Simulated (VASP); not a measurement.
# Ga4SbAs (F-43m) in VASP: relaxation of cell and atoms with PBE

Aim: the relaxation of cell and atoms of Ga4SbAs with PBE.

Everything below comes from runs of VASP 6.6.1. Logs are shortened: lines on timing, memory, paths and dates and some standing lists are left out, and cuts for length are marked.

## Step 1: The cell of the first run

It takes space group F-43m (No. 216, cubic). Conventional cell: a = 9.606 Å, b = 9.606 Å, c = 9.606 Å, α = 90.00°, β = 90.00°, γ = 90.00°. Within 3.4 Å of Ga (site symmetry 3m) lie 3 Ga at 2.57 Å and 1 Sb at 2.59 Å. Within 3.4 Å of Sb (site symmetry -43m) lie 4 Ga at 2.59 Å. As (site symmetry -43m) has 12 Ga at 4.10 Å and 4 Sb at 4.16 Å within 5.4 Å.

The cell was generated, and may not be a known phase.

## Step 2: Relaxation of cell and atoms, PBE

INCAR reads:

```
  PREC = Accurate
  ENCUT = 600
  EDIFF = 1E-6
  ISMEAR = 0
  SIGMA = 0.1
  LREAL = False
  LASPH = True
  NELM = 80
  ALGO = Fast
  ISIF = 3
  LWAVE = False
  LCHARG = False
  GGA = PE
  IBRION = 2
  NSW = 100
  EDIFFG = -0.01
```

KPOINTS reads:

```
Automatic mesh
0
Gamma
  8 8 8
```

POSCAR reads:

```
Ga4SbAs
1.0
    0.0000000000      4.8029504183      4.8029504183
    4.8029504183      0.0000000000      4.8029504183
    4.8029504183      4.8029504183      0.0000000000
Ga Sb As
4 1 1
Direct
    0.9055026249      0.2834921253      0.9055026249
    0.9055026249      0.9055026249      0.9055026249
    0.2834921253      0.9055026249      0.9055026249
    0.9055026249      0.9055026249      0.2834921253
    0.7500000000      0.7500000000      0.7500000000
    0.5000000000      0.5000000000      0.5000000000
```

Potentials or basis: VASP PAW PBE potentials, release 64 (Ga_d, Sb, As).

Started as:

```sh
$ cat potpaw_PBE.64/Ga_d/POTCAR potpaw_PBE.64/Sb/POTCAR potpaw_PBE.64/As/POTCAR > POTCAR
$ mpirun -np 1 vasp_std > vasp.out
```

OUTCAR:

```text
PREC = Accurate
   ENCUT = 600
   EDIFF = 1E-6
   ISMEAR = 0
   LREAL = False
   LASPH = True
   NELM = 80
   ISIF = 3
   GGA = PE
   IBRION = 2
   NSW = 100
   EDIFFG = -0.01

 ion  position               nearest neighbor table
   1  0.906  0.283  0.906-   2 2.57   3 2.57   4 2.57   5 2.59
   2  0.906  0.906  0.906-   1 2.57   3 2.57   4 2.57   5 2.59
   3  0.283  0.906  0.906-   1 2.57   2 2.57   4 2.57   5 2.59
   4  0.906  0.906  0.283-   1 2.57   2 2.57   3 2.57   5 2.59
   5  0.750  0.750  0.750-   1 2.59   3 2.59   4 2.59   2 2.59
   6  0.500  0.500  0.500-

  LATTYP: Found a face centered cubic cell.
 ALAT       =     9.6059008366

  Lattice vectors:

 A1 = (   0.0000000000,   4.8029504183,   4.8029504183)
 A2 = (   4.8029504183,   0.0000000000,   4.8029504183)
 A3 = (   4.8029504183,   4.8029504183,   0.0000000000)

Analysis of symmetry for initial positions (statically):
=====================================================================
 Subroutine PRICEL returns:
 Original cell was already a primitive cell.

 Routine SETGRP: Setting up the symmetry group for a
 face centered cubic supercell.

 Subroutine GETGRP returns: Found 24 space group operations
 (whereof 24 operations were pure point group operations)
 out of a pool of 48 trial point group operations.

The static configuration has the point symmetry T_d .

Analysis of symmetry for dynamics (positions and initial velocities):
=====================================================================
 Subroutine PRICEL returns:
 Original cell was already a primitive cell.

 Routine SETGRP: Setting up the symmetry group for a
 face centered cubic supercell.

 Subroutine GETGRP returns: Found 24 space group operations
 (whereof 24 operations were pure point group operations)
 out of a pool of 48 trial point group operations.

The dynamic configuration has the point symmetry T_d .

 Subroutine INISYM returns: Found 24 space group operations
 (whereof 24 operations are pure point group operations),
 and found     1 'primitive' translations

----------------------------------------------------------------------------------------

                                     Primitive cell

  volume of cell :     221.5921

  direct lattice vectors                    reciprocal lattice vectors
     0.000000000  4.802950418  4.802950418    -0.104102678  0.104102678  0.104102678
     4.802950418  0.000000000  4.802950418     0.104102678 -0.104102678  0.104102678
     4.802950418  4.802950418  0.000000000     0.104102678  0.104102678 -0.104102678

  length of vectors
     6.792397621  6.792397621  6.792397621     0.180311127  0.180311127  0.180311127

  position of ions in fractional coordinates (direct lattice)
     0.905502625  0.283492125  0.905502625
     0.905502625  0.905502625  0.905502625
     0.283492125  0.905502625  0.905502625
     0.905502625  0.905502625  0.283492125
     0.750000000  0.750000000  0.750000000
     0.500000000  0.500000000  0.500000000

  ion indices of the primitive-cell ions
   primitive index   ion index
                 1           1
                 2           2
                 3           3
                 4           4
                 5           5
                 6           6

----------------------------------------------------------------------------------------

 KPOINTS: Automatic mesh

Automatic generation of k-mesh.
 Grid dimensions read from file:
 generate k-points for:    8    8    8

 Generating k-lattice:

  Cartesian coordinates                     Fractional coordinates (reciprocal lattice)
    -0.013012835  0.013012835  0.013012835     0.125000000  0.000000000  0.000000000
     0.013012835 -0.013012835  0.013012835     0.000000000  0.125000000  0.000000000
     0.013012835  0.013012835 -0.013012835     0.000000000  0.000000000  0.125000000

  Length of vectors
     0.022538891  0.022538891  0.022538891

  Shift w.r.t. Gamma in fractional coordinates (k-lattice)
     0.000000000  0.000000000  0.000000000

 Subroutine IBZKPT returns following result:
 ===========================================

 Found     29 irreducible k-points:

 Following reciprocal coordinates:
            Coordinates               Weight
  0.000000  0.000000  0.000000      1.000000
  0.125000  0.000000  0.000000      8.000000
  0.250000  0.000000  0.000000      8.000000
  0.375000  0.000000  0.000000      8.000000
  0.500000  0.000000  0.000000      4.000000
  0.125000  0.125000  0.000000      6.000000
[... 16 lines left out ...]
  0.500000  0.250000  0.125000     48.000000
 -0.375000  0.250000  0.125000     24.000000
 [... further k-points ...]
   k-points           NKPTS =     29   k-points in BZ     NKDIM =     29   number of bands    NBANDS=     37
   number of dos      NEDOS =    301   number of ions     NIONS =      6
   total plane-waves  NPLWV = 157464
   dimension x,y,z NGX =    54 NGY =   54 NGZ =   54
   dimension x,y,z NGXF=   108 NGYF=  108 NGZF=  108
   ions per type =               4   1   1
   NGX,Y,Z   is equivalent  to a cutoff of  13.22, 13.22, 13.22 a.u.
   NGXF,Y,Z  is equivalent  to a cutoff of  26.43, 26.43, 26.43 a.u.
 SYSTEM =  unknown system
   PREC   = accura    normal or accurate (medium, high low for compatibility)
   ISTART =      0    job   : 0-new  1-cont  2-samecut
   ICHARG =      2    charge: 1-file 2-atom 10-const
   ISPIN  =      1    spin polarized calculation?
   LNONCOLLINEAR =      F non collinear calculations
   LSORBIT =      F    spin-orbit coupling
   LASPH  =      T    aspherical Exc in radial PAW
   ENCUT  =  600.0 eV  44.10 Ry    6.64 a.u.  13.57 13.57 13.57*2*pi/ulx,y,z
   NELM   =     80;   NELMIN=  2; NELMDL= -5     # of ELM steps
   EDIFF  = 0.1E-05   stopping-criterion for ELM
   LREAL  =      F    real-space projection
   EDIFFG = -.1E-01   stopping-criterion for IOM
   NSW    =    100    number of steps for IOM
   IBRION =      2    ionic relax: 0-MD 1-quasi-New 2-CG
   NFREE  =      1    steps in history (QN), initial steepest desc. (CG)
   ISIF   =      3    stress and relaxation
   ISYM   =      2    0-nonsym 1-usesym 2-fastsym
   POTIM  = 0.5000    time-step for ionic-motion
   TEBEG  =    0.0;   TEEND  =   0.0 temperature during run
   PSTRESS=    0.0 pullay stress
   NELECT =      62.0000    total number of electrons
   NUPDOWN=      -1.0000    fix difference up-down
   EMIN   =  10.00;   EMAX   =-10.00  energy-range for DOS
   EFERMI =   0.00;   METHOD = LEGACY
   ISMEAR =     0;   SIGMA  =   0.10  broadening in eV -4-tet -1-fermi 0-gaus
   EFERMI_NEDOS =   21; number of points for ismear=-14 and -15
   IALGO  =     68    algorithm
   IMIX   =      4    mixing-type and parameters
     AMIX     =   0.40;   BMIX     =  1.00
     AMIX_MAG =   1.60;   BMIX_MAG =  1.00
  volume/ion in A,a.u.               =      36.93       249.23
  Fermi-wavevector in a.u.,A,eV,Ry     =   1.070748  2.023420 15.599098  1.146501
  Thomas-Fermi vector in A             =   2.206468
   LORBIT       =      0    0 simple, 1 ext, 2 COOP (PROOUT), +10 PAW based schemes
   GGA     = PE    functional components
   LHFCALC =     F    Hartree Fock is set to
   AEXX    =    0.0000 exact exchange contribution
   IVDW    =     0    specifies the selected vdW correction
   LEPSILON=     F    determine dielectric tensor
   LRPA    =     F    only Hartree local field effects (RPA)
 conjugate gradient relaxation of ions
 non-spin polarized calculation
 RMM-DIIS sequential band-by-band and
 Gauss-broadening in eV      SIGMA  =   0.10
  energy-cutoff  :      600.00
  volume of cell :      221.59
 maximum number of plane-waves:      7443
   NGX = 27   NGY = 27   NGZ = 27

--------------------------------------- Ionic step        1  -------------------------------------------

 number of electron      61.9999991 magnetization

 Free energy of the ion-electron system (eV)
  ---------------------------------------------------
  ext. energy  EPLUGINS =         0.00000000
  ---------------------------------------------------
  free energy    TOTEN  =       -16.04437173 eV

  energy without entropy =      -16.00735673  energy(sigma->0) =      -16.02586423

------------------------ aborting loop because EDIFF is reached ----------------------------------------

  FORCE on cell =-STRESS in cart. coord.  units (eV):
  Direction    XX          YY          ZZ          XY          YZ          ZX
  --------------------------------------------------------------------------------------
  -------------------------------------------------------------------------------------
  Total        0.1463922      0.1463922      0.1463922     -0.0000000      0.0000000     -0.0000000
  in kB        1.0584592      1.0584592      1.0584592     -0.0000000      0.0000000     -0.0000000
  external PRESSURE =       1.0584592 kB  Pullay stress =       0.0000000 kB
[... 225 lines left out ...]
  energy  without entropy=      -16.0076372063  energy(sigma->0) =      -16.02621486

--------------------------------------- Ionic step        7  -------------------------------------------

 number of electron      61.9999990 magnetization

 Free energy of the ion-electron system (eV)
  ---------------------------------------------------
  ext. energy  EPLUGINS =         0.00000000
  ---------------------------------------------------
  free energy    TOTEN  =       -16.04481285 eV

  energy without entropy =      -16.00762835  energy(sigma->0) =      -16.02622060

 E-fermi :   1.2064     XC(G=0):  -7.5491

 val. band max:        1.2023897489   @ k =   0.5000   0.3750   0.0000
 cond. band min:       1.2306927526   @ k =  -0.3750   0.3750   0.0000
 fundamental gap:      0.0283030038
 Fermi energy:         1.2063794329

 k-point     1 :       0.0000    0.0000    0.0000
  band No.  band energies     occupation
      1     -14.1085      2.00000
      2     -13.8808      2.00000
      3     -13.8808      2.00000
      4     -13.8808      2.00000
      5     -13.8549      2.00000
      6     -13.8549      2.00000
[... 949 lines left out ...]
     36       3.7405      0.00000
     37       3.8443      0.00000

 [... further k-points ...]

------------------------ aborting loop because EDIFF is reached ----------------------------------------

  FORCE on cell =-STRESS in cart. coord.  units (eV):
  Direction    XX          YY          ZZ          XY          YZ          ZX
  --------------------------------------------------------------------------------------
  -------------------------------------------------------------------------------------
  Total       -0.0025121     -0.0025121     -0.0025121     -0.0000000      0.0000000     -0.0000000
  in kB       -0.0181033     -0.0181033     -0.0181033     -0.0000000      0.0000000     -0.0000000
  external PRESSURE =      -0.0181033 kB  Pullay stress =       0.0000000 kB
[... 21 lines left out ...]
  FREE ENERGIE OF THE ION-ELECTRON SYSTEM (eV)
  ---------------------------------------------------
  free  energy   TOTEN  =       -16.0448128540 eV

  energy  without entropy=      -16.0076283515  energy(sigma->0) =      -16.02622060

 reached required accuracy - stopping structural energy minimisation
```

It took 43 min on 1 thread of Intel Xeon 8259CL, shared host; peak memory 0.62 GiB.

Results:

```yaml
Free_energy: -16.0448 eV
Relaxed_volume: 37.05 Å³/atom
Relaxed_cell: a = 6.800 Å, b = 6.800 Å, c = 6.800 Å, α = 60.00°, β = 60.00°, γ = 60.00°
Space_group_after_relaxing_to_0.1_Å: F-43m (No. 216)
Energy_gained_by_relaxing: 0.1 meV/atom
Ionic_steps: 7
Pressure_after_relaxing: 0.0 GPa
Largest_force_after_relaxing: 0.007 eV/Å
Band_gap_on_the_k_mesh: zero (bands 31 and 32 overlap by 0.42 eV)
```

Forces in eV/Å, atoms in the order of the input:
```
Ga  -0.004  0.004 -0.004
Ga   0.004  0.004  0.004
Ga   0.004 -0.004 -0.004
Ga  -0.004 -0.004  0.004
Sb   0.000  0.000  0.000
As   0.000  0.000  0.000
```

The path:
```csv
step,energy change (eV),largest force (eV/Å),pressure (GPa),volume (Å³)
1,0.0000,0.0501,0.11,221.59
2,-0.0004,0.0112,0.03,222.38
3,-0.0004,0.0162,0.00,222.43
4,-0.0004,0.0045,0.05,222.39
5,-0.0004,0.0158,-0.03,222.41
6,-0.0004,0.0105,0.06,222.19
7,-0.0004,0.0067,0.00,222.32
```

Final structure:
```
Ga Sb As
1.0
     0.00000    4.80822    4.80822
     4.80822    0.00000    4.80822
     4.80822    4.80822    0.00000
Ga Sb As
4 1 1
Direct
  0.90537 0.28389 0.90537
  0.90537 0.90537 0.90537
  0.28389 0.90537 0.90537
  0.90537 0.90537 0.28389
  0.75000 0.75000 0.75000
  0.50000 0.50000 0.50000
```

Caveat: semilocal functionals underestimate gaps, and a narrow one can read as zero; spin-orbit coupling is left out, which moves the levels of the heavy elements.

The gap in the log of VASP goes by the Fermi energy; the results here count the filled bands.